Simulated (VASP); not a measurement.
Input of a VASP 6.6.1 run:

File POSCAR:

```
Sc
1.0
    0.0000000000      2.3243476355      2.3243476355
    2.3243476355      0.0000000000      2.3243476355
    2.3243476355      2.3243476355      0.0000000000
Sc
1
Direct
    0.0000000000      0.0000000000      0.0000000000
```

INCAR.step1

```
PREC     = Accurate       # precision mode
ENCUT    = 520            # plane-wave cutoff, eV
ISMEAR   = -1             # smearing method
SIGMA    = 0.05           # smearing width, eV
LREAL    = False          # projectors in reciprocal space
LASPH    = True           # aspherical terms in the spheres
NELM     = 80             # most SCF steps
NBANDS   = 12             # bands
GGA      = PE             # functional
ALGO     = Normal         # electronic algorithm
EDIFF    = 1E-4           # SCF threshold, eV
LWAVE    = True           # write WAVECAR
LCHARG   = False          # write CHGCAR
```

The input INCAR.step2:

```
PREC     = Accurate       # precision mode
ENCUT    = 520            # plane-wave cutoff, eV
EDIFF    = 1E-7           # SCF threshold, eV
ISMEAR   = -1             # smearing method
SIGMA    = 0.05           # smearing width, eV
LREAL    = False          # projectors in reciprocal space
LASPH    = True           # aspherical terms in the spheres
NELM     = 80             # most SCF steps
ALGO     = Normal         # electronic algorithm
ISIF     = 2              # what is computed and relaxed
LWAVE    = False          # write WAVECAR
LCHARG   = True           # write CHGCAR
METAGGA  = R2SCAN         # meta-GGA
LMIXTAU  = True         
LELF     = True           # ELF
LVHAR    = True         
NBANDS   = 12             # bands
ISTART   = 1
```

The input KPOINTS:

```
Automatic mesh
0
Gamma
  10 10 10
```

Potentials or basis: VASP PAW PBE potentials, release 64 (Sc_sv).

Launch:

```bash
$ cat potpaw_PBE.64/Sc_sv/POTCAR > POTCAR
$ cp INCAR.step1 INCAR
$ mpirun -np 1 vasp_std > vasp.out
$ cp INCAR.step2 INCAR
$ mpirun -np 1 vasp_std > vasp.out
```

(1) What does it give for the pressure?

Answers

(1) 0.2 GPa.

Caveat: the PAW data sets were made with another functional, which shifts forces and pressure a little.
